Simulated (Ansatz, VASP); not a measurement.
SnO3 in VASP and in Ansatz

```xyz
8
Lattice="6.0421 0.0000 0.0000 0.0000 6.0421 0.0000 0.0000 0.0000 6.0421" Properties=species:S:1:pos:R:3 pbc="T T T"
Sn    3.0211    3.0211    3.0211
Sn    0.0000    0.0000    0.0000
O     0.6593    3.0211    3.0211
O     5.3828    3.0211    3.0211
O     3.0211    0.6593    3.0211
O     3.0211    5.3828    3.0211
O     3.0211    3.0211    0.6593
O     3.0211    3.0211    5.3828
```

Alike in both runs: functional PBE; k mesh 4 × 4 × 4; occupations gaussian, width 0.1 eV; no spin polarisation.

Ansatz relaxed the structure, and its values are those at the end. VASP's run is a single point on that final structure, the one shown.

```csv
,VASP,Ansatz
version,VASP 6.6.1,Ansatz 0.2.0
potentials or method,"VASP PAW PBE potentials, release 64 (Sn_d, O), cutoff 520 eV","scalar-relativistic, plane waves, PAW"
valence electrons in the cell,64,64
```

|  | VASP | Ansatz | Ansatz less VASP |
| --- | --- | --- | --- |
| gap on the k mesh at the Fermi level (eV) | none | none | - |
| pressure (GPa) | 0.3 | 0.0 | -0.26 |
| rms of the force components (eV/Å) | 0.232 | 0.005 | -0.2273 |

A gap of «none» marks a metal or a gap that the smearing closes. One of these differences is far larger than is usual between the two programs; its cause wasn't traced. With one functional, cell and mesh, what is left measures potentials, basis and numerics.
